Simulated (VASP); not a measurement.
Here is a VASP 6.6.1 calculation.

File INCAR:

```
ALGO = Normal ; EDIFF = 1E-6
ENCUT = 520 ; GGA = PE
ISIF = 2 ; ISMEAR = 0
ISPIN = 2 ; LASPH = True
LCHARG = True ; LELF = True
LMAXMIX = 4 ; LORBIT = 11
LREAL = False ; LVHAR = True
LWAVE = False ; MAGMOM = 1.93 1.93
NBANDS = 20 ; NELM = 150
PREC = Accurate ; SIGMA = 0.1
```

File KPOINTS:

```
k-points
0
Gamma
  18 18 10
```

File POSCAR:

```
Co
1.0
    2.4922744508      0.0000000000      0.0000000000
   -1.2461372254      2.1583729876      0.0000000000
    0.0000000000      0.0000000000      4.0336831007
Co
2
Direct
    0.3333333333      0.6666666667      0.2500000000
    0.6666666667      0.3333333333      0.7500000000
```

Potentials or basis: VASP PAW PBE potentials, release 64 (Co).

Launch:

```bash
$ cat potpaw_PBE.64/Co/POTCAR > POTCAR
$ mpirun -np 1 vasp_std > vasp.out
```

**Question.** Predict the net moment.

**Answer.** 3.19 μB per cell.

**Question.** Estimate the pressure.

**Answer.** -0.7 GPa.

**Question.** Estimate the site moments.

**Answer.** Co +1.61 μB.

Stress tensor (GPa, compression positive):
```
-0.68  0.00  0.00
 0.00 -0.68  0.00
 0.00  0.00 -0.81
```
